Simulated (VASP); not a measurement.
# Zn (P6_3/mmc) in VASP: further runs, part 2 of 2

VASP 6.6.1. Earlier steps stand in the parts before.

### 4 Relaxation of cell and atoms, LDA

This run uses another cell than the first one, of 15.33 Å³/atom.

Input file INCAR:

```
SYSTEM = Zn
PREC     = Accurate       ! precision mode
ENCUT    = 600            ! plane-wave cutoff, eV
EDIFF    = 1E-7           ! SCF threshold, eV
ISMEAR   = 0              ! smearing method
SIGMA    = 0.1            ! smearing width, eV
LREAL    = .False.        ! projectors in reciprocal space
LASPH    = .True.         ! aspherical terms in the spheres
NELM     = 80             ! most SCF steps
ALGO     = Normal         ! electronic algorithm
ISIF     = 3              ! what is computed and relaxed
LWAVE    = .False.        ! write WAVECAR
LCHARG   = .False.        ! write CHGCAR
GGA      = CA             ! functional
IBRION   = 2              ! ionic algorithm
NSW      = 100            ! ionic steps
EDIFFG   = -0.05          ! ionic threshold
```

Input file KPOINTS:

```
Automatic mesh
0
Gamma
  9 9 4
  0 0 0
```

Input file POSCAR:

```
Zn
1.0
    2.6700000000      0.0000000000      0.0000000000
   -1.3350000000      2.3122878281      0.0000000000
    0.0000000000      0.0000000000      4.9660000000
Zn
2
Direct
    0.3333333333      0.6666666667      0.2500000000
    0.6666666667      0.3333333333      0.7500000000
```

Potentials or basis: VASP PAW LDA potentials, release 64 (Zn).

Run with:

```
$ cat potpaw_LDA.64/Zn/POTCAR > POTCAR
$ mpirun -np 1 vasp_std > vasp.out
```

OUTCAR:

```text
SYSTEM = Zn
   PREC = Accurate
   ENCUT = 600
   EDIFF = 1E-7
   ISMEAR = 0
   LREAL = .False.
   LASPH = .True.
   NELM = 80
   ISIF = 3
   GGA = CA
   IBRION = 2
   NSW = 100
   EDIFFG = -0.05

 ion  position               nearest neighbor table
   1  0.333  0.667  0.250-   2 2.92   2 2.92   2 2.92   2 2.92   2 2.92   2 2.92
   2  0.667  0.333  0.750-   1 2.92   1 2.92   1 2.92   1 2.92   1 2.92   1 2.92

  LATTYP: Found a hexagonal cell.
 ALAT       =     2.6700000000
 C/A-ratio  =     1.8599250936

  Lattice vectors:

 A1 = (   2.6700000000,   0.0000000000,   0.0000000000)
 A2 = (  -1.3350000000,   2.3122878281,   0.0000000000)
 A3 = (   0.0000000000,   0.0000000000,   4.9660000000)

Analysis of symmetry for initial positions (statically):
=====================================================================
 Subroutine PRICEL returns:
 Original cell was already a primitive cell.

 Routine SETGRP: Setting up the symmetry group for a
 hexagonal supercell.

 Subroutine GETGRP returns: Found 24 space group operations
 (whereof 12 operations were pure point group operations)
 out of a pool of 24 trial point group operations.

The static configuration has the point symmetry D_3d.
 The point group associated with its full space group is D_6h.

Analysis of symmetry for dynamics (positions and initial velocities):
=====================================================================
 Subroutine PRICEL returns:
 Original cell was already a primitive cell.

 Routine SETGRP: Setting up the symmetry group for a
 hexagonal supercell.

 Subroutine GETGRP returns: Found 24 space group operations
 (whereof 12 operations were pure point group operations)
 out of a pool of 24 trial point group operations.

The dynamic configuration has the point symmetry D_3d.
 The point group associated with its full space group is D_6h.

 Subroutine INISYM returns: Found 24 space group operations
 (whereof 12 operations are pure point group operations),
 and found     1 'primitive' translations

----------------------------------------------------------------------------------------

                                     Primitive cell

  volume of cell :      30.6591

  direct lattice vectors                    reciprocal lattice vectors
     2.670000000  0.000000000  0.000000000     0.374531835  0.216236056  0.000000000
    -1.335000000  2.312287828  0.000000000     0.000000000  0.432472112  0.000000000
     0.000000000  0.000000000  4.966000000     0.000000000  0.000000000  0.201369311

  length of vectors
     2.670000000  2.670000000  4.966000000     0.432472112  0.432472112  0.201369311

  position of ions in fractional coordinates (direct lattice)
     0.333333333  0.666666667  0.250000000
     0.666666667  0.333333333  0.750000000

  ion indices of the primitive-cell ions
   primitive index   ion index
                 1           1
                 2           2

----------------------------------------------------------------------------------------

[... 49 lines left out ...]
  0.333333  0.333333  0.250000      4.000000
 [... further k-points ...]
   k-points           NKPTS =     36   k-points in BZ     NKDIM =     36   number of bands    NBANDS=     16
   number of dos      NEDOS =    301   number of ions     NIONS =      2
   total plane-waves  NPLWV =  23040
   dimension x,y,z NGX =    24 NGY =   24 NGZ =   40
   dimension x,y,z NGXF=    48 NGYF=   48 NGZF=   80
   ions per type =               2
   NGX,Y,Z   is equivalent  to a cutoff of  14.94, 14.94, 13.39 a.u.
   NGXF,Y,Z  is equivalent  to a cutoff of  29.89, 29.89, 26.78 a.u.
 SYSTEM =  Zn
   PREC   = accura    normal or accurate (medium, high low for compatibility)
   ISTART =      0    job   : 0-new  1-cont  2-samecut
   ICHARG =      2    charge: 1-file 2-atom 10-const
   ISPIN  =      1    spin polarized calculation?
   LNONCOLLINEAR =      F non collinear calculations
   LSORBIT =      F    spin-orbit coupling
   LASPH  =      T    aspherical Exc in radial PAW
   ENCUT  =  600.0 eV  44.10 Ry    6.64 a.u.   5.33  5.33  9.92*2*pi/ulx,y,z
   NELM   =     80;   NELMIN=  2; NELMDL= -5     # of ELM steps
   EDIFF  = 0.1E-06   stopping-criterion for ELM
   LREAL  =      F    real-space projection
   EDIFFG = -.5E-01   stopping-criterion for IOM
   NSW    =    100    number of steps for IOM
   IBRION =      2    ionic relax: 0-MD 1-quasi-New 2-CG
   NFREE  =      1    steps in history (QN), initial steepest desc. (CG)
   ISIF   =      3    stress and relaxation
   ISYM   =      2    0-nonsym 1-usesym 2-fastsym
   POTIM  = 0.5000    time-step for ionic-motion
   TEBEG  =    0.0;   TEEND  =   0.0 temperature during run
   PSTRESS=    0.0 pullay stress
   NELECT =      24.0000    total number of electrons
   NUPDOWN=      -1.0000    fix difference up-down
   EMIN   =  10.00;   EMAX   =-10.00  energy-range for DOS
   EFERMI =   0.00;   METHOD = LEGACY
   ISMEAR =     0;   SIGMA  =   0.10  broadening in eV -4-tet -1-fermi 0-gaus
   EFERMI_NEDOS =   21; number of points for ismear=-14 and -15
   IALGO  =     38    algorithm
   IMIX   =      4    mixing-type and parameters
     AMIX     =   0.40;   BMIX     =  1.00
     AMIX_MAG =   1.60;   BMIX_MAG =  1.00
  volume/ion in A,a.u.               =      15.33       103.45
  Fermi-wavevector in a.u.,A,eV,Ry     =   1.508778  2.851177 30.972445  2.276410
  Thomas-Fermi vector in A             =   2.619187
   LORBIT       =      0    0 simple, 1 ext, 2 COOP (PROOUT), +10 PAW based schemes
   GGA     = CA    functional components
   LHFCALC =     F    Hartree Fock is set to
   AEXX    =    0.0000 exact exchange contribution
   IVDW    =     0    specifies the selected vdW correction
   LEPSILON=     F    determine dielectric tensor
   LRPA    =     F    only Hartree local field effects (RPA)
 conjugate gradient relaxation of ions
 non-spin polarized calculation
 Gauss-broadening in eV      SIGMA  =   0.10
  energy-cutoff  :      600.00
  volume of cell :       30.66
 maximum number of plane-waves:      1051
 NGX is ok and might be reduce to    24
   NGX = 11   NGY = 11   NGZ = 19

--------------------------------------- Ionic step        1  -------------------------------------------

 number of electron      24.0000003 magnetization

 Free energy of the ion-electron system (eV)
  ---------------------------------------------------
  ext. energy  EPLUGINS =         0.00000000
  ---------------------------------------------------
  free energy    TOTEN  =        -3.60350247 eV

  energy without entropy =       -3.59348000  energy(sigma->0) =       -3.59849124

------------------------ aborting loop because EDIFF is reached ----------------------------------------

  FORCE on cell =-STRESS in cart. coord.  units (eV):
  Direction    XX          YY          ZZ          XY          YZ          ZX
  --------------------------------------------------------------------------------------
  -------------------------------------------------------------------------------------
  Total       -1.7685068     -1.7685068     -1.3986688      0.0000000     -0.0000000      0.0000000
  in kB      -92.4181859    -92.4181859    -73.0912850      0.0000000     -0.0000000      0.0000000
  external PRESSURE =     -85.9758856 kB  Pullay stress =       0.0000000 kB
[... 239 lines left out ...]
--------------------------------------- Ionic step        8  -------------------------------------------

 number of electron      24.0000017 magnetization

 Free energy of the ion-electron system (eV)
  ---------------------------------------------------
  ext. energy  EPLUGINS =         0.00000000
  ---------------------------------------------------
  free energy    TOTEN  =        -3.72622282 eV

  energy without entropy =       -3.72133750  energy(sigma->0) =       -3.72378016

 E-fermi :   3.8927     XC(G=0): -12.5416

 val. band max:        3.8869505593   @ k =   0.3333   0.2222   0.0000
 cond. band min:       4.1219717180   @ k =   0.3333   0.3333   0.2500
 fundamental gap:      0.2350211588
 Fermi energy:         3.8927387108

 k-point     1 :       0.0000    0.0000    0.0000
  band No.  band energies     occupation
      1      -7.5957      2.00000
      2      -5.3820      2.00000
      3      -4.5039      2.00000
      4      -4.2882      2.00000
      5      -4.2882      2.00000
      6      -4.2113      2.00000
[... 433 lines left out ...]
      3      -4.6242      2.00000
      4      -4.4352      2.00000
      5      -4.2901      2.00000
      6      -4.2901      2.00000
[... 8 lines left out ...]
     15       7.6479      0.00000
     16       7.6644      0.00000

 [... further k-points ...]

------------------------ aborting loop because EDIFF is reached ----------------------------------------

  FORCE on cell =-STRESS in cart. coord.  units (eV):
  Direction    XX          YY          ZZ          XY          YZ          ZX
  --------------------------------------------------------------------------------------
  -------------------------------------------------------------------------------------
  Total        0.0525472      0.0525472      0.0165316     -0.0000000     -0.0000000      0.0000000
  in kB        3.1180990      3.1180990      0.9809678     -0.0000000     -0.0000000      0.0000000
  external PRESSURE =       2.4057219 kB  Pullay stress =       0.0000000 kB
[... 17 lines left out ...]
  FREE ENERGIE OF THE ION-ELECTRON SYSTEM (eV)
  ---------------------------------------------------
  free  energy   TOTEN  =        -3.7262228163 eV

  energy  without entropy=       -3.7213375016  energy(sigma->0) =       -3.72378016

 reached required accuracy - stopping structural energy minimisation
```

It took 2.2 min on 1 thread of Intel Xeon 8259CL, shared host; peak memory 0.15 GiB.

Results:

```yaml
Free_energy: -3.7262 eV
Relaxed_volume: 13.50 Å³/atom
Relaxed_cell: a = 2.597 Å, b = 2.597 Å, c = 4.624 Å, α = 90.00°, β = 90.00°, γ = 120.00°
Space_group_after_relaxing_to_0.1_Å: P6_3/mmc (No. 194)
Energy_gained_by_relaxing: 61.4 meV/atom
Ionic_steps: 8
Pressure_after_relaxing: 0.2 GPa
Band_gap_on_the_k_mesh: zero (bands 12 and 13 overlap by 3.25 eV)
```

Step by step:
```
step  energy change (eV)  largest force (eV/Å)  pressure (GPa)  volume (Å³)
   1              0.0000                0.0000           -8.60        30.66
   2             -0.1048                0.0000            0.71        27.15
   3             -0.1053                0.0000           -0.03        27.34
   4             -0.1052                0.0000           -0.29        27.40
   5             -0.1067                0.0000           -0.41        27.36
   6             -0.1154                0.0000           -0.24        27.21
   7             -0.1211                0.0000            0.57        26.90
   8             -0.1227                0.0000            0.24        27.00
```

Final structure:
```cif
data_structure
_symmetry_space_group_name_H-M 'P 1'
_symmetry_Int_Tables_number 1
_cell_length_a 2.5967
_cell_length_b 2.5967
_cell_length_c 4.6238
_cell_angle_alpha 90.000
_cell_angle_beta 90.000
_cell_angle_gamma 120.000
_cell_volume 27.00
loop_
_atom_site_label
_atom_site_type_symbol
_atom_site_fract_x
_atom_site_fract_y
_atom_site_fract_z
_atom_site_occupancy
Zn1 Zn 0.33333 0.66667 0.25000 1
Zn2 Zn 0.66667 0.33333 0.75000 1
```

LDA usually gives volumes a few per cent too small. Zero-point motion and thermal expansion aren't in these numbers.

### 5 Single point, LDA

This run uses another cell than the first one, of 13.67 Å³/atom.

Input file INCAR:

```
SYSTEM = Zn
PREC = Accurate ; ENCUT = 520
EDIFF = 1E-7 ; ISMEAR = 0
SIGMA = 0.1 ; LREAL = .False.
LASPH = .True. ; NELM = 80
ALGO = Normal ; ISIF = 2
LWAVE = .False. ; LCHARG = .False.
GGA = CA ; NBANDS = 19
```

Input file KPOINTS:

```
Automatic mesh
0
Gamma
  18 18 10
  0 0 0
```

Input file POSCAR:

```
Zn
1.0
    2.5514083635      0.0000000000      0.0000000000
   -1.2757041817      2.2095844582      0.0000000000
    0.0000000000      0.0000000000      4.8509824134
Zn
2
Direct
    0.3333333333      0.6666666667      0.2500000000
    0.6666666667      0.3333333333      0.7500000000
```

Run with:

```
$ cat potpaw_LDA.64/Zn/POTCAR > POTCAR
$ mpirun -np 1 vasp_std > vasp.out
```

It took 2.3 min on 1 thread of Intel Xeon 8259CL, shared host; peak memory 0.2 GiB.

It converged, with:

```yaml
Free_energy: -3.7592 eV
Pressure: 0.7 GPa
Band_gap_on_the_k_mesh: zero (bands 12 and 13 overlap by 5.07 eV)
```

Stress tensor (GPa, compression positive):
```
0.85 0.00 0.00
0.00 0.85 0.00
0.00 0.00 0.42
```

Levels at points of the mesh, in eV from the Fermi level:
| k point | band 8 | band 9 | band 10 | band 11 | band 12 | band 13 | band 14 | band 15 | band 16 | band 17 |
| --- | --- | --- | --- | --- | --- | --- | --- | --- | --- | --- |
| (0.00, 0.00, 0.00) | -7.55 | -7.55 | -7.32 | -7.32 | -4.25 | -3.26 | 13.70 | 17.78 | 19.30 | 19.30 |
| (0.50, 0.00, 0.00) | -7.35 | -7.09 | -7.07 | -3.06 | -2.11 | 2.72 | 3.68 | 4.59 | 6.03 | 11.15 |
| (0.00, 0.00, 0.50) | -8.04 | -7.42 | -7.42 | -7.42 | -7.42 | 4.47 | 4.47 | 20.66 | 20.66 | 20.66 |
| (0.50, 0.00, 0.50) | -7.37 | -7.08 | -7.08 | -2.13 | -2.13 | 0.45 | 0.45 | 10.48 | 10.48 | 13.06 |

### 6 Single point, LDA

This run uses another cell than the first one, of 13.68 Å³/atom.

Input file INCAR:

```
SYSTEM = Zn
PREC = Accurate
ENCUT = 520
EDIFF = 1E-7
ISMEAR = -1
SIGMA = 0.15
LREAL = .FALSE.
LASPH = .TRUE.
NELM = 80
ALGO = Normal
ISIF = 2
LWAVE = .FALSE.
LCHARG = .FALSE.
NBANDS = 19
```

Input file KPOINTS:

```
Automatic mesh
0
G
  18 18 10
  0 0 0
```

Input file POSCAR:

```
Zn
1.0
    2.5529158775      0.0000000000      0.0000000000
   -1.2764579387      2.2108900037      0.0000000000
    0.0000000000      0.0000000000      4.8482139487
Zn
2
Direct
    0.3333333333      0.6666666667      0.2500000000
    0.6666666667      0.3333333333      0.7500000000
```

Potentials or basis: VASP PAW LDA potentials, release 64 (Zn).

Run with:

```
$ cat potpaw_LDA.64/Zn/POTCAR > POTCAR
$ mpirun -np 1 vasp_std > vasp.out
```

Wall time 2.2 min (1 thread of Intel Xeon 8259CL, shared host); peak memory 0.2 GiB.

It converged, with:

* Free energy: -3.7688 eV
* Pressure: 0.7 GPa
* Band gap on the k mesh: zero (bands 12 and 13 overlap by 5.06 eV)

Stress tensor (GPa, compression positive):
```
0.85 0.00 0.00
0.00 0.85 0.00
0.00 0.00 0.41
```

Levels at points of the mesh, in eV from the Fermi level:
| k point | band 10 | band 11 | band 12 | band 13 | band 14 | band 15 |
| --- | --- | --- | --- | --- | --- | --- |
| (0.00, 0.00, 0.00) | -7.33 | -7.33 | -4.25 | -3.26 | 13.72 | 17.80 |
| (0.50, 0.00, 0.00) | -7.08 | -3.07 | -2.12 | 2.72 | 3.67 | 4.58 |
| (0.00, 0.00, 0.50) | -7.43 | -7.43 | -7.43 | 4.48 | 4.48 | 20.62 |
| (0.50, 0.00, 0.50) | -7.09 | -2.14 | -2.14 | 0.44 | 0.44 | 10.49 |

### 7 Overview

| task | cell | k mesh | cutoff (eV) | smearing | gap on the mesh (eV) | pressure (GPa) |
| --- | --- | --- | --- | --- | --- | --- |
| single point | a = 2.597, b = 2.597, c = 4.617 Å, angles 90.0, 90.0, 120.0°, 2 atoms | 9 × 9 × 4 | 520 | gaussian 0.1 eV | none | 0.4 |
| single point | a = 2.670, b = 2.670, c = 4.966 Å, angles 90.0, 90.0, 120.0°, 2 atoms | 9 × 9 × 4 | 520 | gaussian 0.1 eV | none | -8.6 |
| relaxation of cell and atoms | relaxed from a = 2.670, b = 2.670, c = 4.966 Å, angles 90.0, 90.0, 120.0°, 2 atoms | 9 × 9 × 4 | 600 | gaussian 0.1 eV | none | 0.2 |
| single point | a = 2.551, b = 2.551, c = 4.851 Å, angles 90.0, 90.0, 120.0°, 2 atoms | 18 × 18 × 10 | 520 | gaussian 0.1 eV | none | 0.7 |
| single point | a = 2.553, b = 2.553, c = 4.848 Å, angles 90.0, 90.0, 120.0°, 2 atoms | 18 × 18 × 10 | 520 | fermi-dirac 0.15 eV | none | 0.7 |

Alike in all rows: level LDA; potentials or basis VASP PAW LDA potentials, release 64 (Zn); no spin polarisation.

Caveats: the cell stands under tension (at least some runs).

Absolute energies hang on the potentials; compare differences alone.
